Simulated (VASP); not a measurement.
# BN (Fmm2) in VASP: a series of runs, part 2 of 2

VASP 6.6.1. Earlier steps stand in the parts before.

## 3. Single point, LDA (9.67 Å³/atom)

This run uses another cell than the first one, of 9.67 Å³/atom.

INCAR reads:

```
  ALGO = Normal
  EDIFF = 1E-6
  ENCUT = 520
  GGA = CA
  ISIF = 2
  ISMEAR = -1
  LASPH = T
  LCHARG = F
  LREAL = F
  LWAVE = F
  NBANDS = 11
  NELM = 80
  PREC = Accurate
  SIGMA = 0.05
```

KPOINTS reads:

```
k-points
0
Gamma
  13 13 13
```

POSCAR reads:

```
BN
1.0
    0.0000000000      3.5184642916      2.1804366332
    1.2599212959      0.0000000000      2.1804366332
    1.2599212959      3.5184642916      0.0000000000
N B
1 1
Direct
    0.6666513400      0.6666513400      0.3333486600
    0.0000486500      0.0000486500      0.9999513500
```

Potentials or basis: VASP PAW LDA potentials, release 64 (N, B).

On the command line:

```bash
$ cat potpaw_LDA.64/N/POTCAR potpaw_LDA.64/B/POTCAR > POTCAR
$ mpirun -np 1 vasp_std > vasp.out
```

Wall time 27 s (1 thread of Intel Xeon 6975P-C (Granite Rapids), shared host); peak memory 0.18 GiB.

Results (log left out):

```yaml
Free_energy: -19.2655 eV
Pressure: -8.1 GPa
Largest_force: 0.010 eV/Å
Band_gap_on_the_k_mesh: 3.68 eV (least direct gap 4.46 eV)
```

Forces on the atoms (eV/Å):
```
N    0.000  0.000 -0.010
B    0.000  0.000  0.010
```

Stress tensor (GPa, compression positive):
```
-11.52   0.00   0.00
  0.00  -1.31   0.00
  0.00   0.00 -11.47
```

Levels at points of the mesh, in eV from the valence-band top:
| k point | band 2 | band 3 | band 4 | band 5 | band 6 | band 7 |
| --- | --- | --- | --- | --- | --- | --- |
| (0.00, 0.00, 0.00) | -4.43 | -1.46 | -1.45 | 4.49 | 11.23 | 11.29 |

Caveat: the stress differs along the axes, from -12 to -1 GPa. A k mesh can miss the band edges.

## 4. Single point, PBEsol (9.67 Å³/atom)

This run uses another cell than the first one, of 9.67 Å³/atom.

INCAR reads:

```
  PREC = Accurate
  ENCUT = 520
  EDIFF = 1E-6
  ISMEAR = -1
  SIGMA = 0.05
  LREAL = False
  LASPH = True
  NELM = 80
  ALGO = Normal
  ISIF = 2
  LWAVE = False
  LCHARG = True
  GGA = PS
  LELF = True
  LVHAR = True
  NBANDS = 11
```

KPOINTS reads:

```
Automatic mesh
0
Gamma
  13 13 13
```

POSCAR is that of step 3.

Potentials or basis: VASP PAW PBE potentials, release 64 (N, B).

On the command line:

```bash
$ cat potpaw_PBE.64/N/POTCAR potpaw_PBE.64/B/POTCAR > POTCAR
$ mpirun -np 1 vasp_std > vasp.out
```

OUTCAR:

```text
PREC = Accurate
   ENCUT = 520
   EDIFF = 1E-6
   ISMEAR = -1
   LREAL = False
   LASPH = True
   NELM = 80
   ISIF = 2
   GGA = PS

 ion  position               nearest neighbor table
   1  0.667  0.667  0.333-   2 1.45   2 1.45   2 1.45
   2  0.000  0.000  1.000-   1 1.45   1 1.45   1 1.45

  LATTYP: Found a face centered orthorhombic cell.
 ALAT       =     2.5198425918
 B/A-ratio  =     1.7306133647
 C/A-ratio  =     2.7926064136

  Lattice vectors:

[... 519 lines left out ...]

 [... further k-points ...]

------------------------ aborting loop because EDIFF is reached ----------------------------------------

  FORCE on cell =-STRESS in cart. coord.  units (eV):
  Direction    XX          YY          ZZ          XY          YZ          ZX
  --------------------------------------------------------------------------------------
  -------------------------------------------------------------------------------------
  Total       -0.6527991      0.0000576     -0.6471102      0.0000000      0.0000000      0.0000000
  in kB      -54.1028433      0.0047728    -53.6313599      0.0000000      0.0000000      0.0000000
  external PRESSURE =     -35.9098101 kB  Pullay stress =       0.0000000 kB

 VOLUME and BASIS-vectors are now :
 -----------------------------------------------------------------------------
  energy-cutoff  :      520.00
  volume of cell :       19.33
      direct lattice vectors                 reciprocal lattice vectors
     0.000000000  3.518464292  2.180436633    -0.396850186  0.142107453  0.229311869
     1.259921296  0.000000000  2.180436633     0.396850186 -0.142107453  0.229311869
     1.259921296  3.518464292  0.000000000     0.396850186  0.142107453 -0.229311869

 POSITION                                       TOTAL-FORCE (eV/Angst)
 -----------------------------------------------------------------------------------
      1.25992      3.51846      2.90718         0.000000      0.000000     -0.009207
      1.25992      3.51846      0.00021         0.000000      0.000000      0.009207
 -----------------------------------------------------------------------------------
    total drift:                                0.000006     -0.000006     -0.000061

  FREE ENERGIE OF THE ION-ELECTRON SYSTEM (eV)
  ---------------------------------------------------
  free  energy   TOTEN  =       -18.2803239533 eV

  energy  without entropy=      -18.2803239533  energy(sigma->0) =      -18.28032395
```

OSZICAR:

```text
N       E                     dE             d eps       ncg     rms          rms(c)
DAV:   1     0.132626129622E+02    0.13263E+02   -0.45466E+03  7682   0.678E+02
DAV:   2    -0.191511022896E+02   -0.32414E+02   -0.31220E+02  9075   0.160E+02
DAV:   3    -0.199696447973E+02   -0.81854E+00   -0.81738E+00  9211   0.233E+01
DAV:   4    -0.199723442944E+02   -0.26995E-02   -0.26994E-02  8379   0.149E+00
DAV:   5    -0.199723566623E+02   -0.12368E-04   -0.12368E-04  9157   0.891E-02    0.770E+00
DAV:   6    -0.184748935342E+02    0.14975E+01   -0.49075E+00  8555   0.121E+01    0.356E+00
DAV:   7    -0.183229017799E+02    0.15199E+00   -0.21860E-01  8758   0.346E+00    0.216E+00
DAV:   8    -0.182797367234E+02    0.43165E-01   -0.11204E-01  8877   0.201E+00    0.231E-01
DAV:   9    -0.182799123653E+02   -0.17564E-03   -0.27128E-03  8314   0.406E-01    0.130E-01
DAV:  10    -0.182802959208E+02   -0.38356E-03   -0.51331E-04  8485   0.156E-01    0.234E-02
DAV:  11    -0.182803240556E+02   -0.28135E-04   -0.51033E-05  8906   0.457E-02    0.206E-02
DAV:  12    -0.182803239411E+02    0.11444E-06   -0.10345E-05  8491   0.206E-02    0.157E-03
DAV:  13    -0.182803239533E+02   -0.12168E-07   -0.35336E-07  5068   0.544E-03
   1 F= -.18280324E+02 E0= -.18280324E+02  d E =-.632826E-11
```

Run time: 30 s. Hardware: 1 thread of Intel Xeon 6975P-C (Granite Rapids), shared host; peak memory 0.2 GiB.

Results:

```yaml
Free_energy: -18.2803 eV
Pressure: -3.6 GPa
Largest_force: 0.009 eV/Å
Band_gap_on_the_k_mesh: 3.78 eV (least direct gap 4.54 eV)
```

Forces in eV/Å, atoms in the order of the input:
```
N    0.000  0.000 -0.009
B    0.000  0.000  0.009
```

Caveat: the stress differs along the axes, from -5 to 0 GPa; the PAW data sets were made with another functional, which shifts forces and pressure a little. A k mesh can miss the band edges.

## 5. Single point, LDA (9.86 Å³/atom)

This run uses another cell than the first one, of 9.86 Å³/atom.

INCAR reads:

```
PREC     = Accurate       # precision mode
ENCUT    = 520            # plane-wave cutoff, eV
EDIFF    = 1E-6           # SCF threshold, eV
ISMEAR   = -1             # smearing method
SIGMA    = 0.05           # smearing width, eV
LREAL    = F              # projectors in reciprocal space
LASPH    = T              # aspherical terms in the spheres
NELM     = 80             # most SCF steps
ALGO     = Normal         # electronic algorithm
ISIF     = 2              # what is computed and relaxed
LWAVE    = F              # write WAVECAR
LCHARG   = F              # write CHGCAR
NBANDS   = 11             # bands
```

KPOINTS reads:

```
regular mesh
0
Gamma
  13 13 13
```

POSCAR reads:

```
BN
1.0
    0.0000000000      3.5413121025      2.1945957093
    1.2681028322      0.0000000000      2.1945957093
    1.2681028322      3.5413121025      0.0000000000
N B
1 1
Direct
    0.6666513400      0.6666513400      0.3333486600
    0.0000486500      0.0000486500      0.9999513500
```

Potentials or basis: VASP PAW LDA potentials, release 64 (N, B).

On the command line:

```bash
$ cat potpaw_LDA.64/N/POTCAR potpaw_LDA.64/B/POTCAR > POTCAR
$ mpirun -np 1 vasp_std > vasp.out
```

It took 25 s on 1 thread of Intel Xeon 6975P-C (Granite Rapids), shared host; peak memory 0.18 GiB.

Results (log left out):

```yaml
Free_energy: -19.2419 eV
Pressure: -12.0 GPa
Largest_force: 0.009 eV/Å
Band_gap_on_the_k_mesh: 3.67 eV (least direct gap 4.41 eV)
```

Forces in eV/Å, atoms in the order of the input:
```
N    0.000  0.000 -0.009
B    0.000  0.000  0.009
```

Stress tensor (GPa, compression positive):
```
-17.40   0.00   0.00
  0.00  -1.34   0.00
  0.00   0.00 -17.34
```

Levels at points of the mesh, in eV from the valence-band top:
```
           k point  band 2  band 3  band 4  band 5  band 6  band 7
(0.00, 0.00, 0.00)   -4.35   -1.47   -1.47    4.47   11.07   11.13
```

Caveat: the stress differs along the axes, from -17 to -1 GPa.

## 6. Summary

```csv
level,potentials or basis,cell,gap on the mesh (eV),pressure (GPa),largest force (eV/Å)
PBEsol,"VASP PAW PBE potentials, release 64 (N, B)","a = 4.112, b = 2.502, c = 3.713 Å, angles 80.3, 36.8, 62.9°, 2 atoms",3.79,0.9,0.01
LDA,"VASP PAW LDA potentials, release 64 (N, B)","a = 4.139, b = 2.518, c = 3.737 Å, angles 80.3, 36.8, 62.9°, 2 atoms",3.68,-8.1,0.01
PBEsol,"VASP PAW PBE potentials, release 64 (N, B)","a = 4.139, b = 2.518, c = 3.737 Å, angles 80.3, 36.8, 62.9°, 2 atoms",3.78,-3.6,0.01
LDA,"VASP PAW LDA potentials, release 64 (N, B)","a = 4.166, b = 2.535, c = 3.762 Å, angles 80.3, 36.8, 62.9°, 2 atoms",3.67,-12.0,0.01
```

Alike in all rows: task single point; no spin polarisation; k mesh 13 × 13 × 13; cutoff (eV) 520; smearing fermi-dirac 0.05 eV.

Caveats: the PAW data sets were made with another functional, which shifts forces and pressure a little (at least some runs); the stress differs along the axes, from -12 to -1 GPa (at least some runs); the stress differs along the axes, from -5 to 0 GPa (at least some runs); the stress differs along the axes, from -17 to -1 GPa (at least some runs).

Total energies depend on the potentials used, so only differences within one code and one set of settings carry meaning.
